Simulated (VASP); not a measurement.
# NaRu3W4 (Im-3m) in VASP: a series of runs

The runs below take NaRu3W4 through relaxation of cell and atoms, single point, with PBE.

Everything below comes from runs of VASP 6.6.1. Logs are shortened: lines on timing, memory, paths and dates and some standing lists are left out, and cuts for length are marked.

## 1. The cell of the first run

Symmetry: Im-3m, No. 229, cubic system. Conventional cell: a = 6.360 Å, b = 6.360 Å, c = 6.360 Å, α = 90.00°, β = 90.00°, γ = 90.00°. Na (site symmetry m-3m) has 8 W at 2.75 Å and 6 Ru at 3.18 Å within 3.6 Å. Within 3.6 Å of Ru (site symmetry 4/mmm) lie 8 W at 2.75 Å and 2 Na at 3.18 Å and 4 Ru at 3.18 Å. Within 3.6 Å of W (site symmetry -3m) lie 2 Na at 2.75 Å and 6 Ru at 2.75 Å and 6 W at 3.18 Å.

The cell was built from a structure type or drawn by symmetry, and may not be a known phase.

## 2. Relaxation of cell and atoms, PBE

Contents of INCAR:

```
SYSTEM = NaRu3W4
  ALGO = Normal
  EDIFF = 1E-7
  EDIFFG = -0.04
  ENCUT = 600
  GGA = PE
  IBRION = 2
  ISIF = 3
  ISMEAR = 0
  LASPH = .True.
  LCHARG = .False.
  LREAL = .False.
  LWAVE = .False.
  NELM = 60
  NSW = 90
  PREC = Accurate
  SIGMA = 0.1
```

Contents of KPOINTS:

```
k-points
0
Gamma
  4 4 4
  0 0 0
```

Contents of POSCAR:

```
NaRu3W4
1.0
   -3.1798906400      3.1798906400      3.1798906400
    3.1798906400     -3.1798906400      3.1798906400
    3.1798906400      3.1798906400     -3.1798906400
Na Ru W
1 3 4
Direct
    0.0000000000      0.0000000000      0.0000000000
    0.0000000000      0.5000000000      0.5000000000
    0.5000000000      0.0000000000      0.5000000000
    0.5000000000      0.5000000000      0.0000000000
    0.5000000000      0.5000000000      0.5000000000
    0.0000000000      0.0000000000      0.5000000000
    0.0000000000      0.5000000000      0.0000000000
    0.5000000000      0.0000000000      0.0000000000
```

Potentials or basis: VASP PAW PBE potentials, release 64 (Na_pv, Ru_pv, W_sv).

Run with:

```
$ cat potpaw_PBE.64/Na_pv/POTCAR potpaw_PBE.64/Ru_pv/POTCAR potpaw_PBE.64/W_sv/POTCAR > POTCAR
$ mpirun -np 1 vasp_std > vasp.out
```

OUTCAR:

```text
SYSTEM = NaRu3W4
   EDIFF = 1E-7
   EDIFFG = -0.04
   ENCUT = 600
   GGA = PE
   IBRION = 2
   ISIF = 3
   ISMEAR = 0
   LASPH = .True.
   LREAL = .False.
   NELM = 60
   NSW = 90
   PREC = Accurate

 ion  position               nearest neighbor table
   1  0.000  0.000  0.000-   5 2.75   6 2.75   7 2.75   8 2.75   6 2.75   7 2.75   8 2.75   5 2.75

   2  0.000  0.500  0.500-   5 2.75   6 2.75   7 2.75   8 2.75   7 2.75   6 2.75   5 2.75   8 2.75
                             3 3.18   4 3.18   3 3.18   4 3.18
   3  0.500  0.000  0.500-   5 2.75   6 2.75   7 2.75   8 2.75   8 2.75   5 2.75   6 2.75   7 2.75
                             4 3.18   2 3.18   2 3.18   4 3.18
   4  0.500  0.500  0.000-   5 2.75   6 2.75   7 2.75   8 2.75   5 2.75   8 2.75   7 2.75   6 2.75
                             3 3.18   2 3.18   2 3.18   3 3.18
   5  0.500  0.500  0.500-   1 2.75   2 2.75   3 2.75   4 2.75   4 2.75   3 2.75   2 2.75   1 2.75
                             7 3.18   8 3.18   8 3.18   7 3.18   6 3.18   6 3.18
   6  0.000  0.000  0.500-   1 2.75   2 2.75   3 2.75   4 2.75   1 2.75   2 2.75   3 2.75   4 2.75
                             7 3.18   7 3.18   8 3.18   8 3.18   5 3.18   5 3.18
   7  0.000  0.500  0.000-   1 2.75   2 2.75   3 2.75   4 2.75   2 2.75   1 2.75   4 2.75   3 2.75
                             6 3.18   6 3.18   8 3.18   5 3.18   8 3.18   5 3.18
   8  0.500  0.000  0.000-   1 2.75   2 2.75   3 2.75   4 2.75   3 2.75   4 2.75   1 2.75   2 2.75
                             6 3.18   5 3.18   7 3.18   6 3.18   7 3.18   5 3.18

  LATTYP: Found a body centered cubic cell.
 ALAT       =     6.3597812800

  Lattice vectors:

 A1 = (  -3.1798906400,   3.1798906400,   3.1798906400)
 A2 = (   3.1798906400,  -3.1798906400,   3.1798906400)
 A3 = (   3.1798906400,   3.1798906400,  -3.1798906400)

Analysis of symmetry for initial positions (statically):
=====================================================================
 Subroutine PRICEL returns:
 Original cell was already a primitive cell.

 Routine SETGRP: Setting up the symmetry group for a
 body centered cubic supercell.

 Subroutine GETGRP returns: Found 48 space group operations
 (whereof 48 operations were pure point group operations)
 out of a pool of 48 trial point group operations.

The static configuration has the point symmetry O_h .

Analysis of symmetry for dynamics (positions and initial velocities):
=====================================================================
 Subroutine PRICEL returns:
 Original cell was already a primitive cell.

 Routine SETGRP: Setting up the symmetry group for a
 body centered cubic supercell.

 Subroutine GETGRP returns: Found 48 space group operations
 (whereof 48 operations were pure point group operations)
 out of a pool of 48 trial point group operations.

The dynamic configuration has the point symmetry O_h .

 Subroutine INISYM returns: Found 48 space group operations
 (whereof 48 operations are pure point group operations),
 and found     1 'primitive' translations

----------------------------------------------------------------------------------------

                                     Primitive cell

  volume of cell :     128.6165

  direct lattice vectors                    reciprocal lattice vectors
    -3.179890640  3.179890640  3.179890640     0.000000000  0.157238112  0.157238112
     3.179890640 -3.179890640  3.179890640     0.157238112  0.000000000  0.157238112
     3.179890640  3.179890640 -3.179890640     0.157238112  0.157238112  0.000000000

  length of vectors
     5.507732151  5.507732151  5.507732151     0.222368270  0.222368270  0.222368270

  position of ions in fractional coordinates (direct lattice)
     0.000000000  0.000000000  0.000000000
     0.000000000  0.500000000  0.500000000
     0.500000000  0.000000000  0.500000000
     0.500000000  0.500000000  0.000000000
     0.500000000  0.500000000  0.500000000
     0.000000000  0.000000000  0.500000000
     0.000000000  0.500000000  0.000000000
     0.500000000  0.000000000  0.000000000

  ion indices of the primitive-cell ions
   primitive index   ion index
                 1           1
                 2           2
                 3           3
                 4           4
                 5           5
                 6           6
                 7           7
                 8           8

----------------------------------------------------------------------------------------

 KPOINTS: k-points

Automatic generation of k-mesh.
 Grid dimensions read from file:
 generate k-points for:    4    4    4

 Generating k-lattice:

  Cartesian coordinates                     Fractional coordinates (reciprocal lattice)
     0.000000000  0.039309528  0.039309528     0.250000000  0.000000000  0.000000000
     0.039309528  0.000000000  0.039309528     0.000000000  0.250000000  0.000000000
     0.039309528  0.039309528  0.000000000     0.000000000  0.000000000  0.250000000

  Length of vectors
     0.055592068  0.055592068  0.055592068

  Shift w.r.t. Gamma in fractional coordinates (k-lattice)
     0.000000000  0.000000000  0.000000000

 Subroutine IBZKPT returns following result:
 ===========================================

 Found      8 irreducible k-points:

 Following reciprocal coordinates:
            Coordinates               Weight
  0.000000  0.000000  0.000000      1.000000
  0.250000  0.000000  0.000000     12.000000
  0.500000  0.000000  0.000000      6.000000
  0.250000  0.250000  0.000000     24.000000
  0.250000  0.250000  0.250000      2.000000
 -0.250000  0.250000  0.250000      6.000000
  0.500000  0.500000  0.250000     12.000000
  0.500000  0.500000  0.500000      1.000000
   k-points           NKPTS =      8   k-points in BZ     NKDIM =      8   number of bands    NBANDS=     63
   number of dos      NEDOS =    301   number of ions     NIONS =      8
   total plane-waves  NPLWV = 110592
   dimension x,y,z NGX =    48 NGY =   48 NGZ =   48
   dimension x,y,z NGXF=    96 NGYF=   96 NGZF=   96
   ions per type =               1   3   4
   NGX,Y,Z   is equivalent  to a cutoff of  14.49, 14.49, 14.49 a.u.
   NGXF,Y,Z  is equivalent  to a cutoff of  28.98, 28.98, 28.98 a.u.
 SYSTEM =  NaRu3W4
   PREC   = accura    normal or accurate (medium, high low for compatibility)
   ISTART =      0    job   : 0-new  1-cont  2-samecut
   ICHARG =      2    charge: 1-file 2-atom 10-const
   ISPIN  =      1    spin polarized calculation?
   LNONCOLLINEAR =      F non collinear calculations
   LSORBIT =      F    spin-orbit coupling
   LASPH  =      T    aspherical Exc in radial PAW
   ENCUT  =  600.0 eV  44.10 Ry    6.64 a.u.  11.00 11.00 11.00*2*pi/ulx,y,z
   NELM   =     60;   NELMIN=  2; NELMDL= -5     # of ELM steps
   EDIFF  = 0.1E-06   stopping-criterion for ELM
   LREAL  =      F    real-space projection
   EDIFFG = -.4E-01   stopping-criterion for IOM
   NSW    =     90    number of steps for IOM
   IBRION =      2    ionic relax: 0-MD 1-quasi-New 2-CG
   NFREE  =      1    steps in history (QN), initial steepest desc. (CG)
   ISIF   =      3    stress and relaxation
   ISYM   =      2    0-nonsym 1-usesym 2-fastsym
   POTIM  = 0.5000    time-step for ionic-motion
   TEBEG  =    0.0;   TEEND  =   0.0 temperature during run
   PSTRESS=    0.0 pullay stress
   NELECT =     105.0000    total number of electrons
   NUPDOWN=      -1.0000    fix difference up-down
   EMIN   =  10.00;   EMAX   =-10.00  energy-range for DOS
   EFERMI =   0.00;   METHOD = LEGACY
   ISMEAR =     0;   SIGMA  =   0.10  broadening in eV -4-tet -1-fermi 0-gaus
   EFERMI_NEDOS =   21; number of points for ismear=-14 and -15
   IALGO  =     38    algorithm
   IMIX   =      4    mixing-type and parameters
     AMIX     =   0.40;   BMIX     =  1.00
     AMIX_MAG =   1.60;   BMIX_MAG =  1.00
  volume/ion in A,a.u.               =      16.08       108.49
  Fermi-wavevector in a.u.,A,eV,Ry     =   1.530050  2.891376 31.851978  2.341054
  Thomas-Fermi vector in A             =   2.637587
   LORBIT       =      0    0 simple, 1 ext, 2 COOP (PROOUT), +10 PAW based schemes
   GGA     = PE    functional components
   LHFCALC =     F    Hartree Fock is set to
   AEXX    =    0.0000 exact exchange contribution
   IVDW    =     0    specifies the selected vdW correction
   LEPSILON=     F    determine dielectric tensor
   LRPA    =     F    only Hartree local field effects (RPA)
 conjugate gradient relaxation of ions
 non-spin polarized calculation
 Gauss-broadening in eV      SIGMA  =   0.10
  energy-cutoff  :      600.00
  volume of cell :      128.62
 maximum number of plane-waves:      4388
 NGX is ok and might be reduce to    48
   NGX = 21   NGY = 21   NGZ = 21

--------------------------------------- Ionic step        1  -------------------------------------------

 number of electron     105.0000002 magnetization

 Free energy of the ion-electron system (eV)
  ---------------------------------------------------
  ext. energy  EPLUGINS =         0.00000000
  ---------------------------------------------------
  free energy    TOTEN  =       -74.60218686 eV

  energy without entropy =      -74.53107703  energy(sigma->0) =      -74.56663195

------------------------ aborting loop because EDIFF is reached ----------------------------------------

  FORCE on cell =-STRESS in cart. coord.  units (eV):
  Direction    XX          YY          ZZ          XY          YZ          ZX
  --------------------------------------------------------------------------------------
  -------------------------------------------------------------------------------------
  Total       -7.6358099     -7.6358099     -7.6358099     -0.0000000     -0.0000000     -0.0000000
  in kB      -95.1194096    -95.1194096    -95.1194096     -0.0000000     -0.0000000     -0.0000000
  external PRESSURE =     -95.1194096 kB  Pullay stress =       0.0000000 kB
[... 69 lines left out ...]
  energy  without entropy=      -73.7121449237  energy(sigma->0) =      -73.74523883

--------------------------------------- Ionic step        3  -------------------------------------------

 number of electron     104.9999992 magnetization

 Free energy of the ion-electron system (eV)
  ---------------------------------------------------
  ext. energy  EPLUGINS =         0.00000000
  ---------------------------------------------------
  free energy    TOTEN  =       -74.76912119 eV

  energy without entropy =      -74.70075118  energy(sigma->0) =      -74.73493619

 E-fermi :  10.5983     XC(G=0): -13.1360

 val. band max:       10.5849475408   @ k =   0.2500   0.2500   0.0000
 cond. band min:      10.6364981871   @ k =   0.2500   0.2500   0.0000
 fundamental gap:      0.0515506463
 Fermi energy:        10.5982922785

 k-point     1 :       0.0000    0.0000    0.0000
  band No.  band energies     occupation
      1     -63.7969      2.00000
      2     -63.7778      2.00000
      3     -63.7778      2.00000
      4     -63.7778      2.00000
      5     -32.8174      2.00000
      6     -32.8174      2.00000
[... 552 lines left out ...]
  FREE ENERGIE OF THE ION-ELECTRON SYSTEM (eV)
  ---------------------------------------------------
  free  energy   TOTEN  =       -74.7691211871 eV

  energy  without entropy=      -74.7007511834  energy(sigma->0) =      -74.73493619

 reached required accuracy - stopping structural energy minimisation
```

Run time: 3 min. Hardware: 1 thread of Intel Xeon 6975P-C (Granite Rapids), shared host; peak memory 0.38 GiB.

Results:

- Free energy: -74.7691 eV
- Relaxed volume: 15.42 Å³/atom
- Relaxed cell: a = 5.432 Å, b = 5.432 Å, c = 5.432 Å, α = 109.47°, β = 109.47°, γ = 109.47°
- Space group after relaxing (to 0.1 Å): Im-3m (No. 229)
- Energy gained by relaxing: 20.9 meV/atom
- Ionic steps: 3
- Pressure after relaxing: -0.4 GPa
- Band gap on the k mesh: zero (an odd number of electrons rules out a gap without spin polarisation)

The path:
```csv
step,energy change (eV),largest force (eV/Å),pressure (GPa),volume (Å³)
1,0.0000,0.0000,-9.51,128.62
2,0.8239,0.0000,30.09,111.66
3,-0.1669,0.0000,-0.37,123.40
```

Final structure:
```yaml
crystal:
  lattice:
    - [-3.13629, 3.13629, 3.13629]
    - [3.13629, -3.13629, 3.13629]
    - [3.13629, 3.13629, -3.13629]
  atoms:
    - { symbol: Na, position: [0.00000, 0.00000, 0.00000] }
    - { symbol: Ru, position: [0.00000, 0.50000, 0.50000] }
    - { symbol: Ru, position: [0.50000, 0.00000, 0.50000] }
    - { symbol: Ru, position: [0.50000, 0.50000, 0.00000] }
    - { symbol: W, position: [0.50000, 0.50000, 0.50000] }
    - { symbol: W, position: [0.00000, 0.00000, 0.50000] }
    - { symbol: W, position: [0.00000, 0.50000, 0.00000] }
    - { symbol: W, position: [0.50000, 0.00000, 0.00000] }
```

Levels at points of the mesh, in eV from the Fermi level:
| k point | band 50 | band 51 | band 52 | band 53 | band 54 | band 55 |
| --- | --- | --- | --- | --- | --- | --- |
| (0.00, 0.00, 0.00) | 0.33 | 0.59 | 0.59 | 0.61 | 0.61 | 0.61 |
| (0.50, 0.00, 0.00) | -0.75 | -0.23 | -0.08 | 0.17 | 0.20 | 0.21 |
| (0.50, 0.50, 0.50) | -1.68 | -1.68 | -1.68 | -0.53 | -0.53 | -0.53 |

Caveat: spin-orbit coupling is left out, which moves the levels of the heavy elements.

(Part 1 of 2 ends here.)
